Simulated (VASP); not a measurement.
# Mg7MnS8 (a cell with a defect) in VASP: notebook

Mg7MnS8 (a cell with a defect) is run at these levels: PBEsol, LDA; tasks: single point.

All numbers are computed with VASP 6.6.1; they aren't measurements. Logs are shortened: lines on timing, memory, paths and dates and some standing lists are left out, and cuts for length are marked.

**1. The cell of the first run**

The cell holds a defect, 16 atoms: a = 7.328 Å, b = 7.328 Å, c = 7.328 Å, α = 60.00°, β = 60.00°, γ = 60.00°.

**2. Single point, PBEsol**

Input file INCAR:

```
PREC     = Accurate       # precision mode
ENCUT    = 520            # plane-wave cutoff, eV
EDIFF    = 1E-6           # SCF threshold, eV
ISMEAR   = -1             # smearing method
SIGMA    = 0.05           # smearing width, eV
LREAL    = Auto         
LASPH    = True           # aspherical terms in the spheres
NELM     = 80             # most SCF steps
ALGO     = Normal         # electronic algorithm
ISIF     = 2              # what is computed and relaxed
LWAVE    = False          # write WAVECAR
LCHARG   = False          # write CHGCAR
GGA      = PS             # functional
NELECT   = 74.0         
NBANDS   = 52             # bands
```

Input file KPOINTS:

```
Automatic mesh
0
Gamma
  1 1 2
```

Input file POSCAR:

```
Mg7MnS8
1.0
    0.0000000000      5.1819800000      5.1819800000
    5.1819800000      0.0000000000      5.1819800000
    5.1819800000      5.1819800000      0.0000000000
S Mg Mn
8 7 1
Direct
    0.7569500000      0.2592630000      0.2466750000
    0.2662030000      0.7248400000      0.7638660000
    0.2576270000      0.7550540000      0.2653210000
    0.7613850000      0.2468340000      0.7661990000
    0.2242420000      0.2498860000      0.7707400000
    0.7499900000      0.7253560000      0.2652780000
    0.2687160000      0.2463440000      0.2481480000
    0.7585230000      0.7655640000      0.7390850000
    0.0054420000      0.9888740000      0.0108520000
    0.9812300000      0.9692220000      0.5243320000
    0.5073720000      0.4918030000      0.0015470000
    0.0220330000      0.5096760000      0.9965080000
    0.5112690000      0.0048190000      0.4835920000
    0.5018160000      0.9964110000      0.9847210000
    0.9963100000      0.4827150000      0.5107340000
    0.5084480000      0.4795360000      0.4857750000
```

Potentials or basis: VASP PAW PBE potentials, release 64 (S, Mg, Mn_pv).

Launch:

```bash
$ cat potpaw_PBE.64/S/POTCAR potpaw_PBE.64/Mg/POTCAR potpaw_PBE.64/Mn_pv/POTCAR > POTCAR
$ mpirun -np 1 vasp_std > vasp.out
```

OUTCAR:

```text
PREC = Accurate
   ENCUT = 520
   EDIFF = 1E-6
   ISMEAR = -1
   LREAL = Auto
   LASPH = True
   NELM = 80
   ISIF = 2
   GGA = PS
   NELECT = 74.0

 ion  position               nearest neighbor table
   1  0.757  0.259  0.247-  16 2.39  11 2.57  13 2.59  10 2.62   9 2.63  12 2.67
   2  0.266  0.725  0.764-  12 2.38  11 2.48   9 2.65  16 2.72  10 2.73  13 2.73
   3  0.258  0.755  0.265-  16 2.46  10 2.47  14 2.53   9 2.63  11 2.73  15 2.77
   4  0.761  0.247  0.766-  15 2.44  11 2.49   9 2.53  14 2.66  10 2.71  16 2.78
   5  0.224  0.250  0.771-   9 2.49  15 2.53  12 2.54  14 2.56  16 2.68  13 2.77
   6  0.750  0.725  0.265-  12 2.53  16 2.53  15 2.55  13 2.59   9 2.69  14 2.74
   7  0.269  0.246  0.248-  13 2.48  11 2.51  12 2.58  15 2.59  14 2.67  10 2.93
   8  0.759  0.766  0.739-  10 2.21  14 2.47  13 2.61  15 2.66  12 2.70  11 2.72
   9  0.005  0.989  0.011-   5 2.49   4 2.53   1 2.63   3 2.63   2 2.65   6 2.69  12 3.51  13 3.54
                            14 3.57  10 3.61  15 3.64
  10  0.981  0.969  0.524-   8 2.21   3 2.47   1 2.62   4 2.71   2 2.73   7 2.93  12 3.43  14 3.45
                            13 3.47  15 3.56   9 3.61
  11  0.507  0.492  0.002-   2 2.48   4 2.49   7 2.51   1 2.57   8 2.72   3 2.73  12 3.51  13 3.55
                            15 3.59  14 3.62
  12  0.022  0.510  0.997-   2 2.38   6 2.53   5 2.54   7 2.58   1 2.67   8 2.70  10 3.43   9 3.51
                            11 3.51  15 3.59  14 3.65
  13  0.511  0.005  0.484-   7 2.48   6 2.59   1 2.59   8 2.61   2 2.73   5 2.77  10 3.47   9 3.54
                            11 3.55  14 3.61  15 3.64
  14  0.502  0.996  0.985-   8 2.47   3 2.53   5 2.56   4 2.66   7 2.67   6 2.74  10 3.45   9 3.57
                            13 3.61  11 3.62  12 3.65
  15  0.996  0.483  0.511-   4 2.44   5 2.53   6 2.55   7 2.59   8 2.66   3 2.77  10 3.56  12 3.59
                            11 3.59   9 3.64  13 3.64
  16  0.508  0.480  0.486-   1 2.39   3 2.46   6 2.53   5 2.68   2 2.72   4 2.78

  LATTYP: Found a face centered cubic cell.
 ALAT       =    10.3639600000

  Lattice vectors:

 A1 = (   0.0000000000,   5.1819800000,   5.1819800000)
 A2 = (   5.1819800000,   0.0000000000,   5.1819800000)
 A3 = (   5.1819800000,   5.1819800000,   0.0000000000)

Analysis of symmetry for initial positions (statically):
=====================================================================
 Subroutine PRICEL returns:
 Original cell was already a primitive cell.

 Routine SETGRP: Setting up the symmetry group for a
 face centered cubic supercell.

 Subroutine GETGRP returns: Found  1 space group operations
 (whereof  1 operations were pure point group operations)
 out of a pool of 48 trial point group operations.

The static configuration has the point symmetry C_1 .

Analysis of symmetry for dynamics (positions and initial velocities):
=====================================================================
 Subroutine PRICEL returns:
 Original cell was already a primitive cell.

 Routine SETGRP: Setting up the symmetry group for a
 face centered cubic supercell.

 Subroutine GETGRP returns: Found  1 space group operations
 (whereof  1 operations were pure point group operations)
 out of a pool of 48 trial point group operations.

The dynamic configuration has the point symmetry C_1 .

 Subroutine INISYM returns: Found  1 space group operations
 (whereof  1 operations are pure point group operations),
 and found     1 'primitive' translations

----------------------------------------------------------------------------------------

                                     Primitive cell

  volume of cell :     278.3026

  direct lattice vectors                    reciprocal lattice vectors
     0.000000000  5.181980000  5.181980000    -0.096488215  0.096488215  0.096488215
     5.181980000  0.000000000  5.181980000     0.096488215 -0.096488215  0.096488215
     5.181980000  5.181980000  0.000000000     0.096488215  0.096488215 -0.096488215

  length of vectors
     7.328426396  7.328426396  7.328426396     0.167122491  0.167122491  0.167122491

  position of ions in fractional coordinates (direct lattice)
     0.756950000  0.259263000  0.246675000
     0.266203000  0.724840000  0.763866000
     0.257627000  0.755054000  0.265321000
     0.761385000  0.246834000  0.766199000
[... 64 lines left out ...]
|                                                                             |
|        The reciprocal lattice is body-centered cubic,                       |
|        whereas your k-lattice is rhombohedral (trigonal).                   |
|                                                                             |
|     Results are often still useful ...                                      |
|                                                                             |
 -----------------------------------------------------------------------------

 WARNING: IBZKPT: internal override: KBLOWUP is changed to .FALSE.
      ... skipping the blow-up phase ...

 Subroutine IBZKPT returns following result:
 ===========================================

 Found      2 irreducible k-points:

 Following reciprocal coordinates:
            Coordinates               Weight
  0.000000  0.000000  0.000000      1.000000
  0.000000  0.000000  0.500000      1.000000
   k-points           NKPTS =      2   k-points in BZ     NKDIM =      2   number of bands    NBANDS=     52
   number of dos      NEDOS =    301   number of ions     NIONS =     16
   total plane-waves  NPLWV = 175616
   dimension x,y,z NGX =    56 NGY =   56 NGZ =   56
   dimension x,y,z NGXF=   112 NGYF=  112 NGZF=  112
   ions per type =               8   7   1
   NGX,Y,Z   is equivalent  to a cutoff of  12.70, 12.70, 12.70 a.u.
   NGXF,Y,Z  is equivalent  to a cutoff of  25.41, 25.41, 25.41 a.u.
 SYSTEM =  unknown system
   PREC   = accura    normal or accurate (medium, high low for compatibility)
   ISTART =      0    job   : 0-new  1-cont  2-samecut
   ICHARG =      2    charge: 1-file 2-atom 10-const
   ISPIN  =      1    spin polarized calculation?
   LNONCOLLINEAR =      F non collinear calculations
   LSORBIT =      F    spin-orbit coupling
   LASPH  =      T    aspherical Exc in radial PAW
   ENCUT  =  520.0 eV  38.22 Ry    6.18 a.u.  13.63 13.63 13.63*2*pi/ulx,y,z
   NELM   =     80;   NELMIN=  2; NELMDL= -5     # of ELM steps
   EDIFF  = 0.1E-05   stopping-criterion for ELM
   LREAL  =      T    real-space projection
   EDIFFG = 0.1E-04   stopping-criterion for IOM
   NSW    =      0    number of steps for IOM
   IBRION =     -1    ionic relax: 0-MD 1-quasi-New 2-CG
   NFREE  =      0    steps in history (QN), initial steepest desc. (CG)
   ISIF   =      2    stress and relaxation
   ISYM   =      2    0-nonsym 1-usesym 2-fastsym
   POTIM  = 0.5000    time-step for ionic-motion
   TEBEG  =    0.0;   TEEND  =   0.0 temperature during run
   PSTRESS=    0.0 pullay stress
   NELECT =      74.0000    total number of electrons
   NUPDOWN=      -1.0000    fix difference up-down
   EMIN   =  10.00;   EMAX   =-10.00  energy-range for DOS
   EFERMI =   0.00;   METHOD = LEGACY
   ISMEAR =    -1;   SIGMA  =   0.05  broadening in eV -4-tet -1-fermi 0-gaus
   EFERMI_NEDOS =   21; number of points for ismear=-14 and -15
   IALGO  =     38    algorithm
   IMIX   =      4    mixing-type and parameters
     AMIX     =   0.40;   BMIX     =  1.00
     AMIX_MAG =   1.60;   BMIX_MAG =  1.00
  volume/ion in A,a.u.               =      17.39       117.38
  Fermi-wavevector in a.u.,A,eV,Ry     =   1.052720  1.989353 15.078250  1.108220
  Thomas-Fermi vector in A             =   2.187814
   LORBIT       =      0    0 simple, 1 ext, 2 COOP (PROOUT), +10 PAW based schemes
   GGA     = PS    functional components
   LHFCALC =     F    Hartree Fock is set to
   AEXX    =    0.0000 exact exchange contribution
   IVDW    =     0    specifies the selected vdW correction
   LEPSILON=     F    determine dielectric tensor
   LRPA    =     F    only Hartree local field effects (RPA)
 non-spin polarized calculation
  energy-cutoff  :      520.00
  volume of cell :      278.30
 maximum number of plane-waves:      7583
 NGX is ok and might be reduce to    54
   NGX = 27   NGY = 27   NGZ = 27

 number of electron      73.9999998 magnetization

 Free energy of the ion-electron system (eV)
  ---------------------------------------------------
  ext. energy  EPLUGINS =         0.00000000
  ---------------------------------------------------
  free energy    TOTEN  =       -75.40130552 eV

  energy without entropy =      -75.22847997  energy(sigma->0) =      -75.31489274

 E-fermi :   4.5860     XC(G=0):  -9.9121

 val. band max:        4.5815194020   @ k =   0.0000   0.0000   0.0000
 cond. band min:       4.5942033758   @ k =   0.0000   0.0000   0.5000
 fundamental gap:      0.0126839738
 Fermi energy:         4.5859556635

 k-point     1 :       0.0000    0.0000    0.0000
  band No.  band energies     occupation
      1     -43.1726      2.00000
      2     -43.1176      2.00000
      3     -43.0208      2.00000
      4      -8.8018      2.00000
      5      -7.6130      2.00000
      6      -7.4940      2.00000
[... 41 lines left out ...]
     48       8.5466      0.00000
     49       8.6862      0.00000

 k-point     2 :       0.0000    0.0000    0.5000
  band No.  band energies     occupation
      1     -43.1726      2.00000
      2     -43.1176      2.00000
      3     -43.0208      2.00000
      4      -8.3235      2.00000
      5      -8.1450      2.00000
      6      -7.5576      2.00000
[... 41 lines left out ...]
     48       9.0727      0.00000
     49      10.3812      0.00000
 [bands above 49 left out]

------------------------ aborting loop because EDIFF is reached ----------------------------------------

  FORCE on cell =-STRESS in cart. coord.  units (eV):
  Direction    XX          YY          ZZ          XY          YZ          ZX
  --------------------------------------------------------------------------------------
  -------------------------------------------------------------------------------------
  Total       -8.7820878     -8.8634565     -3.8508258     -4.4807721      4.1601970      4.1831102
  in kB      -50.5581488    -51.0265851    -22.1690594    -25.7956362     23.9500974     24.0820081
  external PRESSURE =     -41.2512645 kB  Pullay stress =       0.0000000 kB

 VOLUME and BASIS-vectors are now :
 -----------------------------------------------------------------------------
  energy-cutoff  :      520.00
  volume of cell :      278.30
      direct lattice vectors                 reciprocal lattice vectors
     0.000000000  5.181980000  5.181980000    -0.096488215  0.096488215  0.096488215
     5.181980000  0.000000000  5.181980000     0.096488215 -0.096488215  0.096488215
     5.181980000  5.181980000  0.000000000     0.096488215  0.096488215 -0.096488215

 POSITION                                       TOTAL-FORCE (eV/Angst)
 -----------------------------------------------------------------------------------
      2.62176      5.20076      5.26600         1.342478      0.083019     -0.326469
      7.71444      5.33780      5.13557        -0.887996     -0.294646      0.649614
      5.28756      2.70991      5.24769        -0.449295      1.204374     -0.509691
      5.24952      7.91591      5.22457        -0.614769     -0.941693     -0.597595
      5.28886      5.15598      2.45692        -0.489819      0.042145      1.269882
      5.13345      5.26110      7.64521         0.055380     -0.024415     -1.177847
[... 8 lines left out ...]
      5.14803      7.80947      7.66428        -0.146398      0.028492      0.300214
      5.00222      5.15204      5.11971         0.555674     -0.175003      0.710092
 -----------------------------------------------------------------------------------
    total drift:                               -0.002496      0.003298     -0.000375

  FREE ENERGIE OF THE ION-ELECTRON SYSTEM (eV)
  ---------------------------------------------------
  free  energy   TOTEN  =       -75.4013055213 eV

  energy  without entropy=      -75.2284799655  energy(sigma->0) =      -75.31489274
```

It took 1.8 min on 1 thread of Intel Xeon Platinum 8259CL at 2.50GHz (Skylake/Cascade Lake), shared host; peak memory 0.41 GiB.

What came out:

```
Free energy   : -75.4013 eV
Largest force : 2.415 eV/Å
```

Forces on the atoms (eV/Å):
```
S    1.342  0.083 -0.326
S   -0.888 -0.295  0.650
S   -0.449  1.204 -0.510
S   -0.615 -0.942 -0.598
S   -0.490  0.042  1.270
S    0.055 -0.024 -1.178
S   -0.051  0.083 -0.180
S   -0.117 -0.505 -1.634
Mg  -0.373 -0.131 -0.105
Mg   0.457  0.366  2.343
Mg   0.092 -0.073 -0.001
Mg  -0.178  0.077 -0.604
Mg   0.175  0.061 -0.437
Mg   0.630  0.200  0.301
Mg  -0.146  0.028  0.300
Mn   0.556 -0.175  0.710
```

Caveat: the k points lie up to 1.01 Å⁻¹ apart, too coarse for converged energies, forces and pressures; the cell carries a net charge on a neutralising background, which shifts energy and pressure; the cell is charged against a uniform background, so pressure and absolute levels hang on convention; the PAW data sets were made with another functional, which shifts forces and pressure a little. Spin polarisation is off, so any magnetic state and its effect on volume and gap are missing.

**3. Single point, PBEsol**

Input file INCAR:

```
SYSTEM = Mg7MnS8
ALGO = Normal ; EDIFF = 1E-7
ENCUT = 520 ; GGA = PS
ISIF = 2 ; ISMEAR = -1
LASPH = .True. ; LCHARG = .False.
LREAL = Auto ; LWAVE = .False.
NBANDS = 52 ; NELECT = 74.0
NELM = 100 ; PREC = Accurate
SIGMA = 0.05
```

Input file KPOINTS:

```
Automatic mesh
0
Gamma
  2 2 2
  0.5 0.5 0.5
```

POSCAR is that of step 2.

Potentials or basis: VASP PAW PBE potentials, release 64 (S, Mg, Mn_pv).

Launch:

```bash
$ cat potpaw_PBE.64/S/POTCAR potpaw_PBE.64/Mg/POTCAR potpaw_PBE.64/Mn_pv/POTCAR > POTCAR
$ mpirun -np 1 vasp_std > vasp.out
```

It took 17 min on 1 thread of Intel Xeon Platinum 8259CL at 2.50GHz (Skylake/Cascade Lake), shared host; peak memory 0.49 GiB.

The run converged. Its results:

```
Free energy   : -80.0749 eV
Largest force : 2.558 eV/Å
```

Forces on the atoms (eV/Å):
```
S    1.103  0.136 -0.157
S   -0.748 -0.601  0.908
S   -0.783  0.973 -0.405
S   -0.681 -1.178 -0.645
S   -0.618  0.218  1.586
S    0.107 -0.239 -0.781
S    0.068 -0.052 -0.476
S   -0.124 -0.040 -2.253
Mg  -0.334 -0.025 -0.242
Mg   0.453  0.341  2.494
Mg   0.229  0.011  0.081
Mg  -0.101  0.052 -0.702
Mg   0.180  0.059 -0.456
Mg   0.623  0.257  0.262
Mg  -0.172 -0.036  0.422
Mn   0.798  0.125  0.366
```

Levels at points of the mesh, in eV from the Fermi level:
```
           k point  band 33  band 34  band 35  band 36  band 37  band 38  band 39  band 40  band 41  band 42
(0.25, 0.25, 0.25)    -1.21    -0.65    -0.60    -0.13    -0.08    -0.04     0.98     1.09     2.99     3.03
```

Caveat: the k points lie up to 0.53 Å⁻¹ apart; the cell carries a net charge on a neutralising background, which shifts energy and pressure; the cell is charged against a uniform background, so pressure and absolute levels hang on convention; the PAW data sets were made with another functional, which shifts forces and pressure a little; the run has no spin polarisation, though such a crystal can be magnetic; semilocal functionals often make such compounds metallic where correlation or magnetic order opens a gap, which also shifts bond lengths.

**4. Single point, PBEsol**

Input file INCAR:

```
SYSTEM = Mg7MnS8
PREC = Accurate ; ENCUT = 520
EDIFF = 1E-7 ; ISMEAR = 1
SIGMA = 0.05 ; LREAL = Auto
LASPH = .TRUE. ; NELM = 60
ALGO = Normal ; ISIF = 2
LWAVE = .FALSE. ; LCHARG = .FALSE.
GGA = PS ; NELECT = 74.0
NBANDS = 52
```

KPOINTS is that of step 3.

POSCAR is that of step 3.

Launch:

```bash
$ cat potpaw_PBE.64/S/POTCAR potpaw_PBE.64/Mg/POTCAR potpaw_PBE.64/Mn_pv/POTCAR > POTCAR
$ mpirun -np 1 vasp_std > vasp.out
```

Wall time 28 min (1 thread of Intel Xeon Platinum 8259CL at 2.50GHz (Skylake/Cascade Lake), shared host); peak memory 0.49 GiB.

The run converged. Its results:

```
Free energy   : -79.9753 eV
Largest force : 2.555 eV/Å
```

Forces on the atoms (eV/Å):
```
S    1.107  0.145 -0.153
S   -0.753 -0.603  0.911
S   -0.783  0.971 -0.403
S   -0.682 -1.181 -0.643
S   -0.626  0.212  1.584
S    0.100 -0.245 -0.774
S    0.067 -0.045 -0.470
S   -0.120 -0.042 -2.258
Mg  -0.334 -0.024 -0.245
Mg   0.455  0.341  2.491
Mg   0.229  0.010  0.081
Mg  -0.095  0.053 -0.701
Mg   0.177  0.057 -0.455
Mg   0.622  0.261  0.261
Mg  -0.175 -0.040  0.425
Mn   0.811  0.130  0.349
```

Levels at points of the mesh, in eV from the Fermi level:
```
           k point  band 34  band 35  band 36  band 37  band 38  band 39  band 40  band 41
(0.25, 0.25, 0.25)    -0.64    -0.59    -0.13    -0.08    -0.04     0.98     1.10     2.99
```

Caveat: the k points lie up to 0.53 Å⁻¹ apart; the cell carries a net charge on a neutralising background, which shifts energy and pressure; the cell is charged against a uniform background, so pressure and absolute levels hang on convention; the PAW data sets were made with another functional, which shifts forces and pressure a little; the run has no spin polarisation, though such a crystal can be magnetic; semilocal functionals often make such compounds metallic where correlation or magnetic order opens a gap, which also shifts bond lengths.

**5. Single point, LDA**

Input file INCAR:

```
PREC = Accurate
ENCUT = 520
EDIFF = 1E-6
ISMEAR = -1
SIGMA = 0.05
LREAL = Auto
LASPH = True
NELM = 60
ALGO = Normal
ISIF = 2
LWAVE = False
LCHARG = False
GGA = CA
NELECT = 74.0
NBANDS = 52
```

KPOINTS is that of step 4.

POSCAR is that of step 4.

Potentials or basis: VASP PAW LDA potentials, release 64 (S, Mg, Mn_pv).

Launch:

```bash
$ cat potpaw_LDA.64/S/POTCAR potpaw_LDA.64/Mg/POTCAR potpaw_LDA.64/Mn_pv/POTCAR > POTCAR
$ mpirun -np 1 vasp_std > vasp.out
```

It took 12 min on 1 thread of Intel Xeon Platinum 8259CL at 2.50GHz (Skylake/Cascade Lake), shared host; peak memory 0.42 GiB.

Results (log left out):

- Free energy: -84.2310 eV
- Largest force: 2.430 eV/Å

Forces on the atoms (eV/Å):
```
S    1.157  0.122 -0.178
S   -0.754 -0.562  0.839
S   -0.748  1.010 -0.377
S   -0.647 -1.163 -0.608
S   -0.588  0.214  1.572
S    0.090 -0.211 -0.817
S    0.078 -0.033 -0.416
S   -0.094 -0.055 -2.139
Mg  -0.323 -0.044 -0.202
Mg   0.408  0.324  2.373
Mg   0.182 -0.004  0.045
Mg  -0.106  0.065 -0.663
Mg   0.149  0.038 -0.440
Mg   0.596  0.241  0.233
Mg  -0.177 -0.030  0.370
Mn   0.776  0.089  0.408
```

Levels at points of the mesh, in eV from the Fermi level:
```tsv
k point	band 34	band 35	band 36	band 37	band 38	band 39	band 40	band 41
(0.25, 0.25, 0.25)	-0.66	-0.61	-0.13	-0.08	-0.04	0.92	1.04	2.86
```

Caveat: the k points lie up to 0.53 Å⁻¹ apart; the cell carries a net charge on a neutralising background, which shifts energy and pressure; the cell is charged against a uniform background, so pressure and absolute levels hang on convention; the run has no spin polarisation, though such a crystal can be magnetic; semilocal functionals often make such compounds metallic where correlation or magnetic order opens a gap, which also shifts bond lengths.
